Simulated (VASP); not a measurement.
# ZnSe (F-43m) in VASP: notebook

Runs on ZnSe. Level: LDA. Tasks: single point, relaxation of cell and atoms.

Program: VASP 6.6.1. These are calculated values, not measurements. Logs are shortened: lines on timing, memory, paths and dates and some standing lists are left out, and cuts for length are marked.

## 1. The cell of the first run

Symmetry: F-43m, No. 216, cubic system. The conventional cell has a = 5.668 Å, b = 5.668 Å, c = 5.668 Å, α = 90.00°, β = 90.00°, γ = 90.00°. Zn (site symmetry -43m) has 4 Se at 2.45 Å within 3.2 Å. Se (site symmetry -43m) has 4 Zn at 2.45 Å within 3.2 Å.

## 2. Single point, LDA

Contents of INCAR:

```
ALGO = Normal
EDIFF = 1E-6
ENCUT = 500
GGA = CA
GGA_COMPAT = F
ISIF = 2
ISMEAR = 0
LASPH = T
LCHARG = F
LREAL = F
LWAVE = F
NBANDS = 16
NELM = 120
PREC = Accurate
SIGMA = 0.1
```

Contents of KPOINTS:

```
k-points
0
Gamma
  6 6 6
```

Contents of POSCAR:

```
ZnSe
1.0
    0.0000000000      2.8338000000      2.8338000000
    2.8338000000      0.0000000000      2.8338000000
    2.8338000000      2.8338000000      0.0000000000
Zn Se
1 1
Direct
    0.0000000000      0.0000000000      0.0000000000
    0.7500000000      0.7500000000      0.7500000000
```

Potentials or basis: VASP PAW LDA potentials, release 64 (Zn, Se).

Started as:

```bash
cat potpaw_LDA.64/Zn/POTCAR potpaw_LDA.64/Se/POTCAR > POTCAR
mpirun -np 1 vasp_std > vasp.out
```

OUTCAR:

```text
EDIFF = 1E-6
   ENCUT = 500
   GGA = CA
   ISIF = 2
   ISMEAR = 0
   LASPH = T
   LREAL = F
   NELM = 120
   PREC = Accurate

 ion  position               nearest neighbor table
   1  0.000  0.000  0.000-   2 2.45   2 2.45   2 2.45   2 2.45
   2  0.750  0.750  0.750-   1 2.45   1 2.45   1 2.45   1 2.45

  LATTYP: Found a face centered cubic cell.
 ALAT       =     5.6676000000

  Lattice vectors:

 A1 = (   0.0000000000,   2.8338000000,   2.8338000000)
 A2 = (   2.8338000000,   0.0000000000,   2.8338000000)
 A3 = (   2.8338000000,   2.8338000000,   0.0000000000)

Analysis of symmetry for initial positions (statically):
=====================================================================
 Subroutine PRICEL returns:
 Original cell was already a primitive cell.

 Routine SETGRP: Setting up the symmetry group for a
 face centered cubic supercell.

 Subroutine GETGRP returns: Found 24 space group operations
 (whereof 24 operations were pure point group operations)
 out of a pool of 48 trial point group operations.

The static configuration has the point symmetry T_d .

Analysis of symmetry for dynamics (positions and initial velocities):
=====================================================================
 Subroutine PRICEL returns:
 Original cell was already a primitive cell.

 Routine SETGRP: Setting up the symmetry group for a
 face centered cubic supercell.

 Subroutine GETGRP returns: Found 24 space group operations
 (whereof 24 operations were pure point group operations)
 out of a pool of 48 trial point group operations.

The dynamic configuration has the point symmetry T_d .

 Subroutine INISYM returns: Found 24 space group operations
 (whereof 24 operations are pure point group operations),
 and found     1 'primitive' translations

----------------------------------------------------------------------------------------

                                     Primitive cell

  volume of cell :      45.5132

  direct lattice vectors                    reciprocal lattice vectors
     0.000000000  2.833800000  2.833800000    -0.176441527  0.176441527  0.176441527
     2.833800000  0.000000000  2.833800000     0.176441527 -0.176441527  0.176441527
     2.833800000  2.833800000  0.000000000     0.176441527  0.176441527 -0.176441527

  length of vectors
     4.007598393  4.007598393  4.007598393     0.305605690  0.305605690  0.305605690

  position of ions in fractional coordinates (direct lattice)
     0.000000000  0.000000000  0.000000000
     0.750000000  0.750000000  0.750000000

  ion indices of the primitive-cell ions
   primitive index   ion index
                 1           1
                 2           2

----------------------------------------------------------------------------------------

 KPOINTS: k-points

Automatic generation of k-mesh.
 Grid dimensions read from file:
 generate k-points for:    6    6    6

 Generating k-lattice:

  Cartesian coordinates                     Fractional coordinates (reciprocal lattice)
    -0.029406921  0.029406921  0.029406921     0.166666667  0.000000000  0.000000000
     0.029406921 -0.029406921  0.029406921     0.000000000  0.166666667  0.000000000
     0.029406921  0.029406921 -0.029406921     0.000000000  0.000000000  0.166666667

  Length of vectors
     0.050934282  0.050934282  0.050934282

  Shift w.r.t. Gamma in fractional coordinates (k-lattice)
     0.000000000  0.000000000  0.000000000

 Subroutine IBZKPT returns following result:
 ===========================================

 Found     16 irreducible k-points:

 Following reciprocal coordinates:
            Coordinates               Weight
  0.000000  0.000000  0.000000      1.000000
  0.166667  0.000000  0.000000      8.000000
  0.333333  0.000000  0.000000      8.000000
  0.500000  0.000000  0.000000      4.000000
  0.166667  0.166667  0.000000      6.000000
  0.333333  0.166667  0.000000     24.000000
[... 8 lines left out ...]
 -0.333333  0.333333  0.166667     24.000000
 -0.333333  0.500000  0.166667     12.000000
   k-points           NKPTS =     16   k-points in BZ     NKDIM =     16   number of bands    NBANDS=     16
   number of dos      NEDOS =    301   number of ions     NIONS =      2
   total plane-waves  NPLWV =  27000
   dimension x,y,z NGX =    30 NGY =   30 NGZ =   30
   dimension x,y,z NGXF=    60 NGYF=   60 NGZF=   60
   ions per type =               1   1
   NGX,Y,Z   is equivalent  to a cutoff of  12.44, 12.44, 12.44 a.u.
   NGXF,Y,Z  is equivalent  to a cutoff of  24.89, 24.89, 24.89 a.u.
 SYSTEM =  unknown system
   PREC   = accura    normal or accurate (medium, high low for compatibility)
   ISTART =      0    job   : 0-new  1-cont  2-samecut
   ICHARG =      2    charge: 1-file 2-atom 10-const
   ISPIN  =      1    spin polarized calculation?
   LNONCOLLINEAR =      F non collinear calculations
   LSORBIT =      F    spin-orbit coupling
   LASPH  =      T    aspherical Exc in radial PAW
   ENCUT  =  500.0 eV  36.75 Ry    6.06 a.u.   7.31  7.31  7.31*2*pi/ulx,y,z
   NELM   =    120;   NELMIN=  2; NELMDL= -5     # of ELM steps
   EDIFF  = 0.1E-05   stopping-criterion for ELM
   LREAL  =      F    real-space projection
   EDIFFG = 0.1E-04   stopping-criterion for IOM
   NSW    =      0    number of steps for IOM
   IBRION =     -1    ionic relax: 0-MD 1-quasi-New 2-CG
   NFREE  =      0    steps in history (QN), initial steepest desc. (CG)
   ISIF   =      2    stress and relaxation
   ISYM   =      2    0-nonsym 1-usesym 2-fastsym
   POTIM  = 0.5000    time-step for ionic-motion
   TEBEG  =    0.0;   TEEND  =   0.0 temperature during run
   PSTRESS=    0.0 pullay stress
   NELECT =      18.0000    total number of electrons
   NUPDOWN=      -1.0000    fix difference up-down
   EMIN   =  10.00;   EMAX   =-10.00  energy-range for DOS
   EFERMI =   0.00;   METHOD = LEGACY
   ISMEAR =     0;   SIGMA  =   0.10  broadening in eV -4-tet -1-fermi 0-gaus
   EFERMI_NEDOS =   21; number of points for ismear=-14 and -15
   IALGO  =     38    algorithm
   IMIX   =      4    mixing-type and parameters
     AMIX     =   0.40;   BMIX     =  1.00
     AMIX_MAG =   1.60;   BMIX_MAG =  1.00
  volume/ion in A,a.u.               =      22.76       153.57
  Fermi-wavevector in a.u.,A,eV,Ry     =   1.201673  2.270834 19.647073  1.444019
  Thomas-Fermi vector in A             =   2.337476
   LORBIT       =      0    0 simple, 1 ext, 2 COOP (PROOUT), +10 PAW based schemes
   GGA     = CA    functional components
   LHFCALC =     F    Hartree Fock is set to
   AEXX    =    0.0000 exact exchange contribution
   IVDW    =     0    specifies the selected vdW correction
   LEPSILON=     F    determine dielectric tensor
   LRPA    =     F    only Hartree local field effects (RPA)
 non-spin polarized calculation
 Gauss-broadening in eV      SIGMA  =   0.10
  energy-cutoff  :      500.00
  volume of cell :       45.51
 maximum number of plane-waves:      1173
 NGX is ok and might be reduce to    30
   NGX = 15   NGY = 15   NGZ = 15

 number of electron      18.0000011 magnetization

 Free energy of the ion-electron system (eV)
  ---------------------------------------------------
  ext. energy  EPLUGINS =         0.00000000
  ---------------------------------------------------
  free energy    TOTEN  =        -7.34431221 eV

  energy without entropy =       -7.34431221  energy(sigma->0) =       -7.34431221

 E-fermi :   1.9310     XC(G=0):  -9.6979

 val. band max:        1.5114637890   @ k =   0.0000   0.0000   0.0000
 cond. band min:       2.5775251647   @ k =   0.0000   0.0000   0.0000
 fundamental gap:      1.0660613757
 Fermi energy:         1.9310011827

 k-point     1 :       0.0000    0.0000    0.0000
  band No.  band energies     occupation
      1     -11.7779      2.00000
      2      -5.1692      2.00000
      3      -5.1692      2.00000
      4      -5.1692      2.00000
      5      -4.8104      2.00000
      6      -4.8104      2.00000
[... 8 lines left out ...]
     15      12.9838      0.00000
     16      12.9838      0.00000

 k-point     2 :       0.1667    0.0000    0.0000
  band No.  band energies     occupation
      1     -11.6023      2.00000
      2      -5.1523      2.00000
      3      -5.1431      2.00000
      4      -5.1431      2.00000
      5      -4.8122      2.00000
      6      -4.8122      2.00000
[... 8 lines left out ...]
     15      11.9172      0.00000
     16      12.2733      0.00000

 k-point     3 :       0.3333    0.0000    0.0000
  band No.  band energies     occupation
      1     -11.2082      2.00000
      2      -5.0995      2.00000
      3      -5.0995      2.00000
      4      -4.9970      2.00000
      5      -4.8041      2.00000
      6      -4.8041      2.00000
[... 8 lines left out ...]
     15      12.4974      0.00000
     16      12.4974      0.00000

 k-point     4 :       0.5000    0.0000    0.0000
  band No.  band energies     occupation
      1     -10.9831      2.00000
      2      -5.0838      2.00000
      3      -5.0838      2.00000
      4      -4.7924      2.00000
      5      -4.7924      2.00000
      6      -4.6503      2.00000
[... 8 lines left out ...]
     15      14.5562      0.00000
     16      14.5562      0.00000
[... 172 lines left out ...]
 k-point    14 :       0.5000    0.3333    0.1667
  band No.  band energies     occupation
      1     -10.9348      2.00000
      2      -5.0762      2.00000
      3      -5.0346      2.00000
      4      -4.9339      2.00000
      5      -4.7944      2.00000
      6      -4.7406      2.00000
[... 8 lines left out ...]
     15      14.2535      0.00000
     16      15.7370      0.00000

 k-point    15 :      -0.3333    0.3333    0.1667
  band No.  band energies     occupation
      1     -10.7812      2.00000
      2      -5.0585      2.00000
      3      -5.0060      2.00000
      4      -4.8461      2.00000
      5      -4.8156      2.00000
      6      -4.5630      2.00000
[... 8 lines left out ...]
     15      14.4258      0.00000
     16      15.4833      0.00000

 k-point    16 :      -0.3333    0.5000    0.1667
  band No.  band energies     occupation
      1     -10.7100      2.00000
      2      -5.0715      2.00000
      3      -4.9600      2.00000
      4      -4.8873      2.00000
      5      -4.7960      2.00000
      6      -4.5365      2.00000
[... 8 lines left out ...]
     15      15.2268      0.00000
     16      15.5357      0.00000

------------------------ aborting loop because EDIFF is reached ----------------------------------------

  FORCE on cell =-STRESS in cart. coord.  units (eV):
  Direction    XX          YY          ZZ          XY          YZ          ZX
  --------------------------------------------------------------------------------------
  -------------------------------------------------------------------------------------
  Total       -0.8732897     -0.8732897     -0.8732897      0.0000000      0.0000000      0.0000000
  in kB      -30.7419462    -30.7419462    -30.7419462      0.0000000      0.0000000      0.0000000
  external PRESSURE =     -30.7419462 kB  Pullay stress =       0.0000000 kB

 VOLUME and BASIS-vectors are now :
 -----------------------------------------------------------------------------
  energy-cutoff  :      500.00
  volume of cell :       45.51
      direct lattice vectors                 reciprocal lattice vectors
     0.000000000  2.833800000  2.833800000    -0.176441527  0.176441527  0.176441527
     2.833800000  0.000000000  2.833800000     0.176441527 -0.176441527  0.176441527
     2.833800000  2.833800000  0.000000000     0.176441527  0.176441527 -0.176441527

 POSITION                                       TOTAL-FORCE (eV/Angst)
 -----------------------------------------------------------------------------------
      0.00000      0.00000      0.00000        -0.000000     -0.000000     -0.000000
      4.25070      4.25070      4.25070         0.000000      0.000000      0.000000
 -----------------------------------------------------------------------------------
    total drift:                                0.000001      0.000001      0.000001

  FREE ENERGIE OF THE ION-ELECTRON SYSTEM (eV)
  ---------------------------------------------------
  free  energy   TOTEN  =        -7.3443122074 eV

  energy  without entropy=       -7.3443122074  energy(sigma->0) =       -7.34431221
```

It took 13 s on 1 thread of Intel Xeon 8259CL, shared host; peak memory 0.15 GiB.

Results:

```
Free energy            : -7.3443 eV
Pressure               : -3.1 GPa
Band gap on the k mesh : 1.07 eV
```

Levels at points of the mesh, in eV from the valence-band top:
```tsv
k point	band 7	band 8	band 9	band 10	band 11	band 12
(0.00, 0.00, 0.00)	0.00	0.00	0.00	1.07	5.70	5.70
(0.50, 0.00, 0.00)	-5.29	-0.88	-0.88	2.37	6.28	6.28
(0.50, 0.50, 0.00)	-4.83	-2.20	-2.20	2.80	3.32	10.52
```

Caveat: the cell stands under tension.

## 3. Single point, LDA

This run uses another cell than the first one, of 17.41 Å³/atom.

Contents of INCAR:

```
PREC = Accurate ; ENCUT = 500
EDIFF = 1E-6 ; ISMEAR = 0
SIGMA = 0.01 ; LREAL = F
LASPH = T ; NELM = 120
ALGO = Normal ; ISIF = 2
LWAVE = F ; LCHARG = F
GGA = CA ; NBANDS = 16
GGA_COMPAT = F
```

Contents of KPOINTS:

```
Automatic mesh
0
Gamma
  10 10 10
```

Contents of POSCAR:

```
ZnSe
1.0
    0.0000000000      2.5916898712      2.5916898712
    2.5916898712      0.0000000000      2.5916898712
    2.5916898712      2.5916898712      0.0000000000
Zn Se
1 1
Direct
    0.0000000000      0.0000000000      0.0000000000
    0.7500000000      0.7500000000      0.7500000000
```

Potentials or basis: VASP PAW LDA potentials, release 64 (Zn, Se).

Started as:

```bash
cat potpaw_LDA.64/Zn/POTCAR potpaw_LDA.64/Se/POTCAR > POTCAR
mpirun -np 1 vasp_std > vasp.out
```

It took 25 s on 1 thread of Intel Xeon 8259CL, shared host; peak memory 0.15 GiB.

It converged, with:

- Free energy: -6.8089 eV
- Pressure: 25.8 GPa
- Band gap on the k mesh: 2.09 eV (least direct gap 2.27 eV)

Levels at points of the mesh, in eV from the valence-band top:
```csv
k point,band 5,band 6,band 7,band 8,band 9,band 10,band 11,band 12,band 13,band 14
"(0.00, 0.00, 0.00)",-7.41,-7.41,0.00,0.00,0.00,2.27,5.50,5.50,5.50,10.69
"(0.50, 0.00, 0.00)",-7.37,-7.37,-7.08,-1.35,-1.35,2.83,6.11,6.11,8.76,12.41
"(0.50, 0.50, 0.00)",-7.32,-7.12,-6.12,-3.36,-3.36,2.09,3.07,12.84,13.04,13.04
```

Caveat: the cell stands under pressure. A k mesh can miss the band edges.

## 4. Relaxation of cell and atoms, LDA, target pressure 25 GPa, at which the enthalpy is minimised

This run uses another cell than the first one, of 17.41 Å³/atom.

Contents of INCAR:

```
SYSTEM = ZnSe
PREC = Accurate
ENCUT = 500
EDIFF = 1E-7
ISMEAR = 0
SIGMA = 0.01
LREAL = .FALSE.
LASPH = .TRUE.
NELM = 120
ALGO = Normal
ISIF = 3
LWAVE = .FALSE.
LCHARG = .FALSE.
IBRION = 2
NSW = 80
EDIFFG = -0.001
PSTRESS = 250.0
GGA_COMPAT = .FALSE.
NELMIN = 4
```

Contents of KPOINTS:

```
regular mesh
0
G
  10 10 10
  0 0 0
```

POSCAR is that of step 3.

Started as:

```bash
cat potpaw_LDA.64/Zn/POTCAR potpaw_LDA.64/Se/POTCAR > POTCAR
mpirun -np 1 vasp_std > vasp.out
```

Wall time 59 s (1 thread of Intel Xeon 8259CL, shared host); peak memory 0.16 GiB.

Results (log left out):

| Item | Value |
| --- | --- |
| Free energy | -6.8371 eV |
| Relaxed volume | 17.50 Å³/atom |
| Relaxed cell | a = 3.671 Å, b = 3.671 Å, c = 3.671 Å, α = 60.00°, β = 60.00°, γ = 60.00° |
| Space group after relaxing (to 0.1 Å) | F-43m (No. 216) |
| Energy change on relaxing (the run minimises the enthalpy) | -14.1 meV/atom |
| Ionic steps | 5 |
| Pressure after relaxing | 25.0 GPa |
| Band gap on the k mesh | 2.11 eV (least direct gap 2.24 eV) |

The path:
```tsv
step	energy change (eV)	largest force (eV/Å)	pressure (GPa)	volume (Å³)
1	0.0000	0.0000	25.87	34.82
2	-0.0739	0.0000	23.51	35.30
3	-0.0277	0.0000	25.04	34.99
4	-0.0288	0.0000	24.95	35.00
5	-0.0282	0.0000	24.99	34.99
```

Final structure:
```
Zn Se
1.0
     0.00000    2.59609    2.59609
     2.59609    0.00000    2.59609
     2.59609    2.59609    0.00000
Zn Se
1 1
Direct
  0.00000 0.00000 0.00000
  0.75000 0.75000 0.75000
```

Levels at points of the mesh, in eV from the valence-band top:
| k point | band 6 | band 7 | band 8 | band 9 | band 10 | band 11 | band 12 | band 13 |
| --- | --- | --- | --- | --- | --- | --- | --- | --- |
| (0.00, 0.00, 0.00) | -7.38 | 0.00 | 0.00 | 0.00 | 2.24 | 5.50 | 5.50 | 5.50 |
| (0.50, 0.00, 0.00) | -7.32 | -7.06 | -1.34 | -1.34 | 2.82 | 6.12 | 6.12 | 8.76 |
| (0.50, 0.50, 0.00) | -7.10 | -6.09 | -3.33 | -3.33 | 2.11 | 3.08 | 12.79 | 13.00 |

Caveat: the cell is relaxed towards a set pressure, so the run minimises the enthalpy, not the energy. A k mesh can miss the band edges.

## 5. The runs side by side

```tsv
task	cell	k mesh	smearing	gap on the mesh (eV)	pressure (GPa)
single point	a = 4.008 Å, angles 60.0°, 2 atoms	6 × 6 × 6	gaussian 0.1 eV	1.07	-3.1
single point	a = 3.665 Å, angles 60.0°, 2 atoms	10 × 10 × 10	gaussian 0.01 eV	2.09	25.8
relaxation of cell and atoms	relaxed to 25 GPa from a = 3.665 Å, angles 60.0°, 2 atoms	10 × 10 × 10	gaussian 0.01 eV	2.11	25.0
```

Alike in all rows: level LDA; potentials or basis VASP PAW LDA potentials, release 64 (Zn, Se); no spin polarisation; cutoff (eV) 500.

Caveats: the cell stands under tension (at least some runs); the cell stands under pressure (at least some runs); the cell is relaxed towards a set pressure, so the run minimises the enthalpy, not the energy (at least some runs).

Total energies depend on the potentials used, so only differences within one code and one set of settings carry meaning.
